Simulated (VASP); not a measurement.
# BN (F-43m) in VASP: notebook

Aim: see how the results for BN move with the level of theory and the settings. Levels: r2SCAN, PBE. Tasks: dielectric tensor, G0W0 quasiparticle levels.

Program: VASP 6.6.1. These are calculated values, not measurements. Logs are shortened: lines on timing, memory, paths and dates and some standing lists are left out, and cuts for length are marked.

**1. The cell of the first run**

It takes space group F-43m (No. 216, cubic). Conventional cell: a = 3.718 Å, b = 3.718 Å, c = 3.718 Å, α = 90.00°, β = 90.00°, γ = 90.00°. B (site symmetry -43m) has 4 N at 1.61 Å within 2.1 Å. Within 2.1 Å of N (site symmetry -43m) lie 4 B at 1.61 Å.

**2. Dielectric tensor, r2SCAN (strain +3.0%)**

Contents of INCAR:

```
SYSTEM = BN
PREC = Accurate
ENCUT = 520
EDIFF = 1E-8
ISMEAR = 0
SIGMA = 0.01
LREAL = .FALSE.
LASPH = .TRUE.
NELM = 100
ALGO = Normal
ISIF = 2
LWAVE = .FALSE.
LCHARG = .FALSE.
METAGGA = R2SCAN
LMIXTAU = .TRUE.
LCALCEPS = .TRUE.
```

Contents of KPOINTS:

```
regular mesh
0
G
  10 10 10
  0 0 0
```

Contents of POSCAR:

```
BN
1.0
    0.0000000000      1.8589702290      1.8589702290
    1.8589702290      0.0000000000      1.8589702290
    1.8589702290      1.8589702290      0.0000000000
B N
1 1
Direct
    0.0000000000      0.0000000000      0.0000000000
    0.2500000000      0.2500000000      0.2500000000
```

Potentials or basis: VASP PAW PBE potentials, release 64 (B, N).

Started as:

```sh
> cat potpaw_PBE.64/B/POTCAR potpaw_PBE.64/N/POTCAR > POTCAR
> mpirun -np 1 vasp_std > vasp.out
```

OUTCAR:

```text
SYSTEM = BN
   PREC = Accurate
   ENCUT = 520
   EDIFF = 1E-8
   ISMEAR = 0
   LREAL = .FALSE.
   LASPH = .TRUE.
   NELM = 100
   ISIF = 2
   METAGGA = R2SCAN

 ion  position               nearest neighbor table
   1  0.000  0.000  0.000-   2 1.61   2 1.61   2 1.61   2 1.61
   2  0.250  0.250  0.250-   1 1.61   1 1.61   1 1.61   1 1.61

  LATTYP: Found a face centered cubic cell.
 ALAT       =     3.7179404580

  Lattice vectors:

 A1 = (   0.0000000000,   1.8589702290,   1.8589702290)
 A2 = (   1.8589702290,   0.0000000000,   1.8589702290)
 A3 = (   1.8589702290,   1.8589702290,   0.0000000000)

Analysis of symmetry for initial positions (statically):
=====================================================================
 Subroutine PRICEL returns:
 Original cell was already a primitive cell.

 Routine SETGRP: Setting up the symmetry group for a
 face centered cubic supercell.

 Subroutine GETGRP returns: Found 24 space group operations
 (whereof 24 operations were pure point group operations)
 out of a pool of 48 trial point group operations.

The static configuration has the point symmetry T_d .

Analysis of symmetry for dynamics (positions and initial velocities):
=====================================================================
 Subroutine PRICEL returns:
 Original cell was already a primitive cell.

 Routine SETGRP: Setting up the symmetry group for a
 face centered cubic supercell.

 Subroutine GETGRP returns: Found 24 space group operations
 (whereof 24 operations were pure point group operations)
 out of a pool of 48 trial point group operations.

The dynamic configuration has the point symmetry T_d .

 Subroutine INISYM returns: Found 24 space group operations
 (whereof 24 operations are pure point group operations),
 and found     1 'primitive' translations

----------------------------------------------------------------------------------------

                                     Primitive cell

  volume of cell :      12.8483

  direct lattice vectors                    reciprocal lattice vectors
     0.000000000  1.858970229  1.858970229    -0.268966115  0.268966115  0.268966115
     1.858970229  0.000000000  1.858970229     0.268966115 -0.268966115  0.268966115
     1.858970229  1.858970229  0.000000000     0.268966115  0.268966115 -0.268966115

  length of vectors
[... 129 lines left out ...]
  energy without entropy =      -19.07318022  energy(sigma->0) =      -19.07318022

 E-fermi :   6.2916     XC(G=0): -13.2055

 val. band max:        6.2417760920   @ k =   0.0000   0.0000   0.0000
 cond. band min:   10000.0000000000   @ k =   0.0000   0.0000   0.0000
 fundamental gap:   9993.7582239080
 Fermi energy:         6.2915833753

 k-point     1 :       0.0000    0.0000    0.0000
  band No.  band energies     occupation
      1     -14.1050      2.00000
      2       6.2415      2.00000
      3       6.2417      2.00000
      4       6.2418      2.00000
      5   10000.0000      0.00000
      6   10000.0000      0.00000
      7   10000.0000      0.00000
      8   10000.0000      0.00000
[... 243 lines left out ...]
 k-point    24 :       0.4000    0.3000    0.0000
  band No.  band energies     occupation
      1     -10.5252      2.00000
      2      -0.5505      2.00000
      3       1.9232      2.00000
      4       2.3587      2.00000
      5   10000.0000      0.00000
      6   10000.0000      0.00000
      7   10000.0000      0.00000
      8   10000.0000      0.00000

 [... further k-points ...]

------------------------ aborting loop because EDIFF is reached ----------------------------------------

            Ionic dipole moment: p[ion]=(     4.64743     4.64743     4.64743 ) |e| Angst

 Total electronic dipole moment: p[elc]=(     0.00268     0.00268     0.00525 ) |e| Angst

 MACROSCOPIC STATIC DIELECTRIC TENSOR (including local field effects)
 ------------------------------------------------------
           4.629917     0.000000     0.000000
           0.000000     4.629917     0.000000
           0.000000     0.000000     4.629917
 ------------------------------------------------------

 PIEZOELECTRIC TENSOR (including local field effects) (e Angst)
          XX          YY          ZZ          XY          YZ          ZX
  --------------------------------------------------------------------------------
  x     0.00000    -0.00000    -0.00000    -0.00000    -0.88162     0.00000
  y     0.00000     0.00000     0.00000     0.00000     0.00000    -0.88162
  z     0.00000     0.00000     0.00000    -0.88162    -0.00000     0.00000

 PIEZOELECTRIC TENSOR (including local field effects) (C/m^2)
          XX          YY          ZZ          XY          YZ          ZX
  --------------------------------------------------------------------------------
  x     0.00000    -0.00000    -0.00000    -0.00000    -1.09938     0.00000
  y     0.00000     0.00000     0.00000     0.00000     0.00000    -1.09938
  z     0.00000     0.00000     0.00000    -1.09938    -0.00000     0.00000

 BORN EFFECTIVE CHARGES (including local field effects) (in |e|, cummulative output)
 ---------------------------------------------------------------------------------
 ion    1
    1     2.07262     0.00000     0.00000
    2     0.00000     2.07262     0.00000
    3     0.00000     0.00000     2.07262
 ion    2
    1    -2.07262     0.00000    -0.00000
    2     0.00000    -2.07262     0.00000
    3     0.00000    -0.00000    -2.07262

  FORCE on cell =-STRESS in cart. coord.  units (eV):
  Direction    XX          YY          ZZ          XY          YZ          ZX
  --------------------------------------------------------------------------------------
  -------------------------------------------------------------------------------------
  Total       -2.3038234     -2.3038234     -2.3038234      0.0000000      0.0000000     -0.0000000
  in kB     -287.2846834   -287.2846834   -287.2846834      0.0000000      0.0000000     -0.0000000
  external PRESSURE =    -287.2846834 kB  Pullay stress =       0.0000000 kB

 VOLUME and BASIS-vectors are now :
 -----------------------------------------------------------------------------
  energy-cutoff  :      520.00
  volume of cell :       12.85
      direct lattice vectors                 reciprocal lattice vectors
     0.000000000  1.858970229  1.858970229    -0.268966115  0.268966115  0.268966115
     1.858970229  0.000000000  1.858970229     0.268966115 -0.268966115  0.268966115
     1.858970229  1.858970229  0.000000000     0.268966115  0.268966115 -0.268966115

 POSITION                                       TOTAL-FORCE (eV/Angst)
 -----------------------------------------------------------------------------------
      0.00000      0.00000      0.00000        -0.000000     -0.000000     -0.000000
      0.92949      0.92949      0.92949         0.000000      0.000000      0.000000
 -----------------------------------------------------------------------------------
    total drift:                               -0.000000     -0.000000      0.000000

  FREE ENERGIE OF THE ION-ELECTRON SYSTEM (eV)
  ---------------------------------------------------
  free  energy   TOTEN  =       -19.0731802161 eV

  energy  without entropy=      -19.0731802161  energy(sigma->0) =      -19.07318022
```

stdout:

```text
POSCAR found type information on POSCAR B N
 POSCAR found :  2 types and       2 ions
 scaLAPACK will be used
 -----------------------------------------------------------------------------
|                                                                             |
[... 86 lines left out ...]
dp_tot=(  0.335E-06  0.361E-06  0.257E-02 )  diag[e(oo)]=(    ---      ---    4.62160 )
 p_tot=(  0.465E+01  0.465E+01  0.465E+01 )
dp_tot=(  0.334E-06  0.360E-06  0.258E-02 )  diag[e(oo)]=(    ---      ---    4.63277 )
 p_tot=(  0.465E+01  0.465E+01  0.465E+01 )
dp_tot=(  0.333E-06  0.359E-06  0.258E-02 )  diag[e(oo)]=(    ---      ---    4.63746 )
 final diagonalization full
 p_tot=(  0.465E+01  0.465E+01  0.465E+01 )
dp_tot=(  0.333E-06  0.359E-06  0.258E-02 )  diag[e(oo)]=(    ---      ---    4.63005 )
```

It took 10 min on 1 thread of Intel Xeon 6975P-C (Granite Rapids), shared host; peak memory 0.25 GiB.

Results:

* Band gap on the k mesh: 4.87 eV (least direct gap 9.11 eV)
* Electronic dielectric tensor (diagonal): 4.63
* Born charges (mean of the diagonal): B +2.07; N -2.07 e

Electronic dielectric tensor:
```
4.63 0.00 0.00
0.00 4.63 0.00
0.00 0.00 4.63
```

Born effective charge tensors (e):
atom 1, B
```
2.07 0.00 0.00
0.00 2.07 0.00
0.00 0.00 2.07
```
atom 2, N
```
-2.07  0.00  0.00
 0.00 -2.07  0.00
 0.00  0.00 -2.07
```

Dipole moments of the cell (e·Å, modulo the quantum): ionic 4.647, 4.647, 4.647; electronic 0.003, 0.003, 0.005

Caveat: the cell differs from its parent crystal (strain +3.0%); the PAW data sets were made with another functional, which shifts forces and pressure a little. A k mesh can miss the band edges.

[end of part 1 of 2]
